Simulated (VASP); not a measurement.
A run of VASP 6.6.1:

The input INCAR:

```
SYSTEM = Cu
  PREC = Accurate
  ENCUT = 520
  EDIFF = 1E-7
  ISMEAR = -1
  SIGMA = 0.1
  LREAL = .FALSE.
  LASPH = .TRUE.
  NELM = 100
  ALGO = Normal
  ISIF = 2
  LWAVE = .FALSE.
  LCHARG = .TRUE.
  GGA = RP
  LELF = .TRUE.
  LVHAR = .TRUE.
  NBANDS = 24
```

Contents of KPOINTS:

```
Automatic mesh
0
G
  10 10 14
  0 0 0
```

The input POSCAR:

```
Cu
1.0
    4.1195682924      0.0000000000      0.0000000000
   -2.0597841462      3.5676507938      0.0000000000
    0.0000000000      0.0000000000      2.4749086687
Cu
3
Direct
    0.0000000000      0.0000000000      0.0000000000
    0.3333333333      0.6666666667      0.5000000000
    0.6666666667      0.3333333333      0.5000000000
```

Potentials or basis: VASP PAW PBE potentials, release 64 (Cu).

Run with:

```sh
$ cat potpaw_PBE.64/Cu/POTCAR > POTCAR
$ mpirun -np 1 vasp_std > vasp.out
```

Hardware: 1 thread of AMD EPYC 7R13 (shared host).

Task: Estimate the wall time of this run.

Result: Run time: 3.3 min on 1 thread of AMD EPYC 7R13, with other jobs on the host, peak memory 0.17 GiB. Counts: scf iterations 16, k points 112.
